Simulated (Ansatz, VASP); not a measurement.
One calculation of Mg3CdSe2O2, two programs

Contents of INCAR:

```
ALGO = Normal ; EDIFF = 1E-7
EDIFFG = -0.08 ; ENCUT = 600
GGA = PE ; IBRION = 2
ISIF = 3 ; ISMEAR = 0
LASPH = True ; LCHARG = False
LREAL = False ; LWAVE = False
NELM = 80 ; NSW = 36
PREC = Accurate ; SIGMA = 0.15
```

KPOINTS

```
k-points
0
Gamma
  3 3 2
```

Contents of POSCAR:

```
Mg3CdSe2O2
1.0
    3.7500000000      0.0000000000      0.0000000000
    0.0000000000      3.7500000000      0.0000000000
    0.0000000000      0.0000000000     10.1000000000
Mg Cd Se O
3 1 2 2
Direct
    0.0000000000      0.0000000000      0.0000000000
    0.5000000000      0.5000000000      0.8300000000
    0.5000000000      0.5000000000      0.1700000000
    0.0000000000      0.0000000000      0.5000000000
    0.5000000000      0.0000000000      0.6700000000
    0.0000000000      0.5000000000      0.3300000000
    0.5000000000      0.0000000000      0.0850000000
    0.0000000000      0.5000000000      0.9150000000
```

Input for Ansatz:

```yaml
crystal:
  lattice:
    - [3.75, 0.0, 0.0]
    - [0.0, 3.75, 0.0]
    - [0.0, 0.0, 10.1]
  atoms:
    - { symbol: Mg, position: [0.0, 0.0, 0.0] }
    - { symbol: Mg, position: [0.5, 0.5, 0.83] }
    - { symbol: Mg, position: [0.5, 0.5, 0.17] }
    - { symbol: Cd, position: [0.0, 0.0, 0.5] }
    - { symbol: Se, position: [0.5, 0.0, 0.67] }
    - { symbol: Se, position: [0.0, 0.5, 0.33] }
    - { symbol: O, position: [0.5, 0.0, 0.085] }
    - { symbol: O, position: [0.0, 0.5, 0.915] }
basis:
  ecutwfc: 420
kpoints:
  mp_grid: { grid: [3, 3, 2] }
hamiltonian:
  xc: pbe
scf:
  occupations: { method: gaussian, width: 0.15 }
  lower_state_search: "off"
output:
  forces: true
  stress: true
  eigenvalues: true
relax:
  adjacent_minimum: "off"
  f_tol: 0.08
  max_steps: 16
  cell: { stress_tol: 0.8 }
```

Alike in both runs: task relaxation of cell and atoms; functional PBE; k mesh 3 × 3 × 2; occupations gaussian, width 0.15 eV; no spin polarisation.

|  | VASP | Ansatz |
| --- | --- | --- |
| version | VASP 6.6.1 | Ansatz 0.2.0 |
| potentials or method | VASP PAW PBE potentials, release 64 (Mg, Cd, Se, O), cutoff 600 eV | scalar-relativistic, plane waves, PAW |
| valence electrons in the cell | 42 | 94 |

Ansatz gave:

```
gap on the k mesh at the Fermi level, each at its own relaxed structure (eV) : 1.12
relaxed volume (Å³/atom)                                                     : 18.59
relaxed cell length with the largest relative difference (Å)                 : 9.763
```

Problem. Estimate VASP's values.

Solution. gap on the k mesh at the Fermi level, each at its own relaxed structure (eV): 1.15; relaxed volume (Å³/atom): 18.49; relaxed cell length with the largest relative difference (Å): 9.716.

VASP's potentials hold 42 valence electrons a cell and Ansatz's 94, so a difference there can come from the potentials and not from the codes.

The k mesh is coarse, so the values compare programs but aren't converged.
